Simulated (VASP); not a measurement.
A run of VASP 6.6.1:

The input INCAR:

```
PREC     = Accurate       # precision mode
ENCUT    = 520            # plane-wave cutoff, eV
EDIFF    = 1E-7           # SCF threshold, eV
ISMEAR   = -1             # smearing method
SIGMA    = 0.1            # smearing width, eV
LREAL    = False          # projectors in reciprocal space
LASPH    = True           # aspherical terms in the spheres
NELM     = 80             # most SCF steps
ALGO     = Normal         # electronic algorithm
ISIF     = 2              # what is computed and relaxed
LWAVE    = False          # write WAVECAR
LCHARG   = False          # write CHGCAR
GGA      = PE             # functional
NBANDS   = 13             # bands
```

The input KPOINTS:

```
regular mesh
0
Gamma
  14 14 14
```

File POSCAR:

```
Sn
1.0
   -1.6062270911      1.6062270911      1.6062270911
    1.6062270911     -1.6062270911      1.6062270911
    1.6062270911      1.6062270911     -1.6062270911
Sn
1
Direct
    0.0000000000      0.0000000000      0.0000000000
```

Potentials or basis: VASP PAW PBE potentials, release 64 (Sn_d).

Launch:

```console
$ cat potpaw_PBE.64/Sn_d/POTCAR > POTCAR
$ mpirun -np 1 vasp_std > vasp.out
```

Hardware: 1 thread of AMD EPYC 9R45 96-Core Processor (Zen 5), with other jobs on the host.

Estimate the wall time of this run.

It took 13 s on 1 thread of AMD EPYC 9R45 96-Core Processor (Zen 5) (shared host), peak memory 0.12 GiB. Counts: scf iterations 13, k points 104.
